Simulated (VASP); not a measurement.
# GaN (hb.eA) (Cmc2_1) in VASP: a series of runs

Runs on GaN (hb.eA). Level: PBE. Tasks: single point.

Program: VASP 6.6.1. These are calculated values, not measurements. Logs are shortened: lines on timing, memory, paths and dates and some standing lists are left out, and cuts for length are marked.

## (1) The cell of the first run

The structure is orthorhombic, space group Cmc2_1 (No. 36). The conventional cell has a = 3.105 Å, b = 5.742 Å, c = 5.051 Å, α = 90.00°, β = 90.00°, γ = 90.00°. Within 2.5 Å of Ga (site symmetry m) lie 4 N at 1.90 to 2.01 Å. Within 2.5 Å of N (site symmetry m) lie 4 Ga at 1.90 to 2.01 Å.

## (2) Single point, PBE

INCAR reads:

```
PREC     = Accurate       # precision mode
ENCUT    = 520            # plane-wave cutoff, eV
EDIFF    = 1E-7           # SCF threshold, eV
ISMEAR   = 0              # smearing method
SIGMA    = 0.02           # smearing width, eV
LREAL    = F              # projectors in reciprocal space
LASPH    = T              # aspherical terms in the spheres
NELM     = 100            # most SCF steps
ALGO     = Normal         # electronic algorithm
ISIF     = 2              # what is computed and relaxed
LWAVE    = F              # write WAVECAR
LCHARG   = F              # write CHGCAR
GGA      = PE             # functional
NBANDS   = 46             # bands
```

KPOINTS reads:

```
Automatic mesh
0
Gamma
  10 6 6
```

POSCAR reads:

```
GaN
1.0
    3.1048667987      0.0000000000      0.0000000000
    0.0000000000      5.0514917509      0.0000000000
    0.0000000000      0.0000000000      5.7422115737
Ga N
4 4
Direct
    0.5000000000      0.0000000000      0.0000000000
    1.0000000000      0.5000000000      0.1666533000
    1.0000000000      0.0000000000      0.4999962000
    0.5000000000      0.5000000000      0.6666676000
    0.5000000000      0.6230000000      0.0000000000
    1.0000000000      0.1230000000      0.1666533000
    1.0000000000      0.6230000000      0.4999962000
    0.5000000000      0.1230000000      0.6666676000
```

Potentials or basis: VASP PAW PBE potentials, release 64 (Ga_d, N).

Command:

```console
$ cat potpaw_PBE.64/Ga_d/POTCAR potpaw_PBE.64/N/POTCAR > POTCAR
$ mpirun -np 1 vasp_std > vasp.out
```

OUTCAR:

```text
PREC = Accurate
   ENCUT = 520
   EDIFF = 1E-7
   ISMEAR = 0
   LREAL = F
   LASPH = T
   NELM = 100
   ISIF = 2
   GGA = PE

 ion  position               nearest neighbor table
   1  0.500  0.000  0.000-   5 1.90   6 1.93   6 1.93   8 2.01
   2  0.000  0.500  0.167-   6 1.90   5 1.93   5 1.93   7 2.01
   3  0.000  0.000  0.500-   7 1.90   8 1.93   8 1.93   6 2.01
   4  0.500  0.500  0.667-   8 1.90   7 1.93   7 1.93   5 2.01
   5  0.500  0.623  0.000-   1 1.90   2 1.93   2 1.93   4 2.01
   6  0.000  0.123  0.167-   2 1.90   1 1.93   1 1.93   3 2.01
   7  0.000  0.623  0.500-   3 1.90   4 1.93   4 1.93   2 2.01
   8  0.500  0.123  0.667-   4 1.90   3 1.93   3 1.93   1 2.01

  LATTYP: Found a simple orthorhombic cell.
 ALAT       =     3.1048667987
 B/A-ratio  =     1.6269592477
 C/A-ratio  =     1.8494228403

  Lattice vectors:

 A1 = (   3.1048667987,   0.0000000000,   0.0000000000)
 A2 = (   0.0000000000,   5.0514917509,   0.0000000000)
 A3 = (   0.0000000000,   0.0000000000,   5.7422115737)

Analysis of symmetry for initial positions (statically):
=====================================================================
 Subroutine PRICEL returns:
 Original cell was already a primitive cell.

 Routine SETGRP: Setting up the symmetry group for a
 simple orthorhombic supercell.

 Subroutine GETGRP returns: Found  2 space group operations
 (whereof  2 operations were pure point group operations)
 out of a pool of  8 trial point group operations.

The static configuration has the point symmetry C_1h.

Analysis of symmetry for dynamics (positions and initial velocities):
=====================================================================
 Subroutine PRICEL returns:
 Original cell was already a primitive cell.

 Routine SETGRP: Setting up the symmetry group for a
 simple orthorhombic supercell.

 Subroutine GETGRP returns: Found  2 space group operations
 (whereof  2 operations were pure point group operations)
 out of a pool of  8 trial point group operations.

The dynamic configuration has the point symmetry C_1h.

 Subroutine INISYM returns: Found  2 space group operations
 (whereof  2 operations are pure point group operations),
 and found     1 'primitive' translations

----------------------------------------------------------------------------------------

                                     Primitive cell

  volume of cell :      90.0620

  direct lattice vectors                    reciprocal lattice vectors
     3.104866799  0.000000000  0.000000000     0.322075008  0.000000000  0.000000000
     0.000000000  5.051491751  0.000000000     0.000000000  0.197961325  0.000000000
     0.000000000  0.000000000  5.742211574     0.000000000  0.000000000  0.174148930

  length of vectors
     3.104866799  5.051491751  5.742211574     0.322075008  0.197961325  0.174148930

  position of ions in fractional coordinates (direct lattice)
     0.500000000  0.000000000  0.000000000
     0.000000000  0.500000000  0.166653300
     0.000000000  0.000000000  0.499996200
     0.500000000  0.500000000  0.666667600
     0.500000000  0.623000000  0.000000000
     0.000000000  0.123000000  0.166653300
     0.000000000  0.623000000  0.499996200
     0.500000000  0.123000000  0.666667600

  ion indices of the primitive-cell ions
   primitive index   ion index
                 1           1
                 2           2
                 3           3
                 4           4
                 5           5
                 6           6
                 7           7
                 8           8

----------------------------------------------------------------------------------------

 KPOINTS: Automatic mesh

Automatic generation of k-mesh.
 Grid dimensions read from file:
 generate k-points for:   10    6    6

 Generating k-lattice:

  Cartesian coordinates                     Fractional coordinates (reciprocal lattice)
     0.032207501  0.000000000  0.000000000     0.100000000  0.000000000  0.000000000
     0.000000000  0.032993554  0.000000000     0.000000000  0.166666667  0.000000000
     0.000000000  0.000000000  0.029024822     0.000000000  0.000000000  0.166666667

  Length of vectors
     0.032207501  0.032993554  0.029024822

  Shift w.r.t. Gamma in fractional coordinates (k-lattice)
     0.000000000  0.000000000  0.000000000

 Subroutine IBZKPT returns following result:
 ===========================================

 Found    120 irreducible k-points:

 Following reciprocal coordinates:
            Coordinates               Weight
  0.000000  0.000000  0.000000      1.000000
  0.100000  0.000000  0.000000      2.000000
  0.200000  0.000000  0.000000      2.000000
  0.300000  0.000000  0.000000      2.000000
  0.400000  0.000000  0.000000      2.000000
  0.500000  0.000000  0.000000      1.000000
[... 16 lines left out ...]
  0.400000  0.500000  0.000000      2.000000
  0.500000  0.500000  0.000000      1.000000
 [... further k-points ...]
   k-points           NKPTS =    120   k-points in BZ     NKDIM =    120   number of bands    NBANDS=     46
   number of dos      NEDOS =    301   number of ions     NIONS =      8
   total plane-waves  NPLWV =  46080
   dimension x,y,z NGX =    24 NGY =   40 NGZ =   48
   dimension x,y,z NGXF=    48 NGYF=   80 NGZF=   96
   ions per type =               4   4
   NGX,Y,Z   is equivalent  to a cutoff of  12.85, 13.16, 13.90 a.u.
   NGXF,Y,Z  is equivalent  to a cutoff of  25.70, 26.33, 27.79 a.u.
 SYSTEM =  unknown system
   PREC   = accura    normal or accurate (medium, high low for compatibility)
   ISTART =      0    job   : 0-new  1-cont  2-samecut
   ICHARG =      2    charge: 1-file 2-atom 10-const
   ISPIN  =      1    spin polarized calculation?
   LNONCOLLINEAR =      F non collinear calculations
   LSORBIT =      F    spin-orbit coupling
   LASPH  =      T    aspherical Exc in radial PAW
   ENCUT  =  520.0 eV  38.22 Ry    6.18 a.u.   5.77  9.39 10.68*2*pi/ulx,y,z
   NELM   =    100;   NELMIN=  2; NELMDL= -5     # of ELM steps
   EDIFF  = 0.1E-06   stopping-criterion for ELM
   LREAL  =      F    real-space projection
   EDIFFG = 0.1E-05   stopping-criterion for IOM
   NSW    =      0    number of steps for IOM
   IBRION =     -1    ionic relax: 0-MD 1-quasi-New 2-CG
   NFREE  =      0    steps in history (QN), initial steepest desc. (CG)
   ISIF   =      2    stress and relaxation
   ISYM   =      2    0-nonsym 1-usesym 2-fastsym
   POTIM  = 0.5000    time-step for ionic-motion
   TEBEG  =    0.0;   TEEND  =   0.0 temperature during run
   PSTRESS=    0.0 pullay stress
   NELECT =      72.0000    total number of electrons
   NUPDOWN=      -1.0000    fix difference up-down
   EMIN   =  10.00;   EMAX   =-10.00  energy-range for DOS
   EFERMI =   0.00;   METHOD = LEGACY
   ISMEAR =     0;   SIGMA  =   0.02  broadening in eV -4-tet -1-fermi 0-gaus
   EFERMI_NEDOS =   21; number of points for ismear=-14 and -15
   IALGO  =     38    algorithm
   IMIX   =      4    mixing-type and parameters
     AMIX     =   0.40;   BMIX     =  1.00
     AMIX_MAG =   1.60;   BMIX_MAG =  1.00
  volume/ion in A,a.u.               =      11.26        75.97
  Fermi-wavevector in a.u.,A,eV,Ry     =   1.519399  2.871247 31.410031  2.308572
  Thomas-Fermi vector in A             =   2.628390
   LORBIT       =      0    0 simple, 1 ext, 2 COOP (PROOUT), +10 PAW based schemes
   GGA     = PE    functional components
   LHFCALC =     F    Hartree Fock is set to
   AEXX    =    0.0000 exact exchange contribution
   IVDW    =     0    specifies the selected vdW correction
   LEPSILON=     F    determine dielectric tensor
   LRPA    =     F    only Hartree local field effects (RPA)
 non-spin polarized calculation
 Gauss-broadening in eV      SIGMA  =   0.02
  energy-cutoff  :      520.00
  volume of cell :       90.06
 maximum number of plane-waves:      2446
   NGX = 11   NGY = 19   NGZ = 21

 number of electron      72.0000012 magnetization

 Free energy of the ion-electron system (eV)
  ---------------------------------------------------
  ext. energy  EPLUGINS =         0.00000000
  ---------------------------------------------------
  free energy    TOTEN  =       -48.28415257 eV

  energy without entropy =      -48.28415257  energy(sigma->0) =      -48.28415257

 E-fermi :   5.6780     XC(G=0): -11.7454

 val. band max:        5.5994158686   @ k =   0.0000   0.0000   0.0000
 cond. band min:       7.4693905569   @ k =   0.0000   0.0000   0.0000
 fundamental gap:      1.8699746882
 Fermi energy:         5.6779914144

 k-point     1 :       0.0000    0.0000    0.0000
  band No.  band energies     occupation
      1     -10.6438      2.00000
      2      -9.7517      2.00000
      3      -9.6504      2.00000
      4      -9.5103      2.00000
      5      -7.9894      2.00000
      6      -7.9687      2.00000
[... 38 lines left out ...]
     45      15.7065      0.00000
     46      16.2344      0.00000

 k-point     2 :       0.1000    0.0000    0.0000
  band No.  band energies     occupation
      1     -10.5641      2.00000
      2      -9.7240      2.00000
      3      -9.6314      2.00000
      4      -9.5108      2.00000
      5      -7.9735      2.00000
      6      -7.9561      2.00000
[... 38 lines left out ...]
     45      15.1692      0.00000
     46      16.1741      0.00000

 k-point     3 :       0.2000    0.0000    0.0000
  band No.  band energies     occupation
      1     -10.3493      2.00000
      2      -9.6562      2.00000
      3      -9.5862      2.00000
      4      -9.5165      2.00000
      5      -7.9529      2.00000
      6      -7.9320      2.00000
[... 38 lines left out ...]
     45      15.7634      0.00000
     46      15.9386      0.00000

 k-point     4 :       0.3000    0.0000    0.0000
  band No.  band energies     occupation
      1     -10.0712      2.00000
      2      -9.5826      2.00000
      3      -9.5396      2.00000
      4      -9.5357      2.00000
      5      -7.9694      2.00000
      6      -7.9127      2.00000
[... 920 lines left out ...]
     45      14.4173      0.00000
     46      14.4173      0.00000

 k-point    23 :       0.4000    0.5000    0.0000
  band No.  band energies     occupation
      1      -9.5822      2.00000
      2      -9.5822      2.00000
      3      -9.4927      2.00000
      4      -9.4927      2.00000
      5      -7.8797      2.00000
      6      -7.8797      2.00000
[... 38 lines left out ...]
     45      14.4281      0.00000
     46      14.4281      0.00000

 k-point    24 :       0.5000    0.5000    0.0000
  band No.  band energies     occupation
      1      -9.5179      2.00000
      2      -9.5178      2.00000
      3      -9.5177      2.00000
      4      -9.5176      2.00000
      5      -7.8765      2.00000
      6      -7.8765      2.00000
[... 38 lines left out ...]
     45      14.6592      0.00000
     46      14.6593      0.00000

 [... further k-points ...]
[... 5 lines left out ...]
  --------------------------------------------------------------------------------------
  -------------------------------------------------------------------------------------
  Total        8.1979042      9.9992029     -2.9033828      0.0000000      0.0000233      0.0000000
  in kB      145.8383055    177.8828793    -51.6503258      0.0000000      0.0004152      0.0000000
  external PRESSURE =      90.6902864 kB  Pullay stress =       0.0000000 kB

 VOLUME and BASIS-vectors are now :
 -----------------------------------------------------------------------------
  energy-cutoff  :      520.00
  volume of cell :       90.06
      direct lattice vectors                 reciprocal lattice vectors
     3.104866799  0.000000000  0.000000000     0.322075008  0.000000000  0.000000000
     0.000000000  5.051491751  0.000000000     0.000000000  0.197961325  0.000000000
     0.000000000  0.000000000  5.742211574     0.000000000  0.000000000  0.174148930

 POSITION                                       TOTAL-FORCE (eV/Angst)
 -----------------------------------------------------------------------------------
      1.55243      0.00000      0.00000         0.000000      0.361961     -0.457250
      0.00000      2.52575      0.95696         0.000000      0.361975      0.457795
      0.00000      0.00000      2.87108         0.000000      0.362260     -0.456685
      1.55243      2.52575      3.82815         0.000000      0.362240      0.456144
      1.55243      3.14708      0.00000         0.000000     -0.361927     -0.554281
      0.00000      0.62133      0.95696         0.000000     -0.362012      0.554780
      0.00000      3.14708      2.87108         0.000000     -0.362293     -0.553916
      1.55243      0.62133      3.82815         0.000000     -0.362202      0.553413
 -----------------------------------------------------------------------------------
    total drift:                                0.000000     -0.000119      0.000022

  FREE ENERGIE OF THE ION-ELECTRON SYSTEM (eV)
  ---------------------------------------------------
  free  energy   TOTEN  =       -48.2841525654 eV

  energy  without entropy=      -48.2841525654  energy(sigma->0) =      -48.28415257
```

It took 8.2 min on 1 thread of Intel Xeon Platinum 8259CL at 2.50GHz (Skylake/Cascade Lake), shared host; peak memory 0.45 GiB.

What came out:

```
Free energy            : -48.2842 eV
Pressure               : 9.1 GPa
Largest force          : 0.662 eV/Å
Band gap on the k mesh : 1.87 eV
```

Forces in eV/Å, atoms in the order of the input:
```
Ga   0.000  0.362 -0.457
Ga   0.000  0.362  0.458
Ga   0.000  0.362 -0.457
Ga   0.000  0.362  0.456
N    0.000 -0.362 -0.554
N    0.000 -0.362  0.555
N    0.000 -0.362 -0.554
N    0.000 -0.362  0.553
```

As with any semilocal functional, this PBE gap is likely too small.

## (3) Single point, PBE

INCAR reads:

```
SYSTEM = GaN
ALGO = Normal
EDIFF = 1E-7
ENCUT = 520
GGA = PE
ISIF = 2
ISMEAR = 0
LASPH = .TRUE.
LCHARG = .FALSE.
LREAL = .FALSE.
LWAVE = .FALSE.
NBANDS = 46
NELM = 100
PREC = Accurate
SIGMA = 0.1
```

KPOINTS reads:

```
k-points
0
G
  6 4 4
  0 0 0
```

POSCAR is that of step 2.

Potentials or basis: VASP PAW PBE potentials, release 64 (Ga_d, N).

Command:

```console
$ cat potpaw_PBE.64/Ga_d/POTCAR potpaw_PBE.64/N/POTCAR > POTCAR
$ mpirun -np 1 vasp_std > vasp.out
```

Wall time 2.6 min (1 thread of Intel Xeon Platinum 8259CL at 2.50GHz (Skylake/Cascade Lake), shared host); peak memory 0.27 GiB.

The run converged. Its results:

* Free energy: -48.2802 eV
* Pressure: 9.1 GPa
* Largest force: 0.662 eV/Å
* Band gap on the k mesh: 1.87 eV

Forces in eV/Å, atoms in the order of the input:
```
Ga   0.000  0.362 -0.457
Ga   0.000  0.362  0.458
Ga   0.000  0.362 -0.457
Ga   0.000  0.362  0.456
N    0.000 -0.362 -0.554
N    0.000 -0.362  0.554
N    0.000 -0.362 -0.553
N    0.000 -0.362  0.553
```

Stress tensor (GPa, compression positive):
```
14.60  0.00  0.00
 0.00 17.75  0.00
 0.00  0.00 -5.19
```

Levels at points of the mesh, in eV from the valence-band top:
```csv
k point,band 32,band 33,band 34,band 35,band 36,band 37,band 38,band 39,band 40,band 41
"(0.00, 0.00, 0.00)",-1.16,-0.76,-0.32,-0.10,0.00,1.87,3.80,5.55,5.96,6.05
"(0.50, 0.00, 0.00)",-4.18,-2.15,-2.15,-2.13,-2.13,5.81,5.81,6.58,6.58,7.15
"(0.00, 0.50, 0.00)",-1.76,-0.91,-0.91,-0.60,-0.60,4.01,4.01,4.66,4.66,7.97
"(0.50, 0.50, 0.00)",-3.57,-1.62,-1.62,-1.62,-1.62,5.88,5.88,5.88,5.88,7.47
"(0.00, 0.00, 0.50)",-1.96,-0.88,-0.88,-0.37,-0.37,4.40,4.40,6.09,6.09,7.05
"(0.50, 0.00, 0.50)",-3.26,-2.38,-2.38,-1.23,-1.23,4.40,4.40,5.29,5.29,6.28
"(0.00, 0.50, 0.50)",-2.17,-1.21,-1.21,-1.21,-1.21,5.37,5.37,5.37,5.37,7.43
"(0.50, 0.50, 0.50)",-2.34,-1.88,-1.88,-1.88,-1.88,4.22,4.22,4.22,4.22,7.78
```
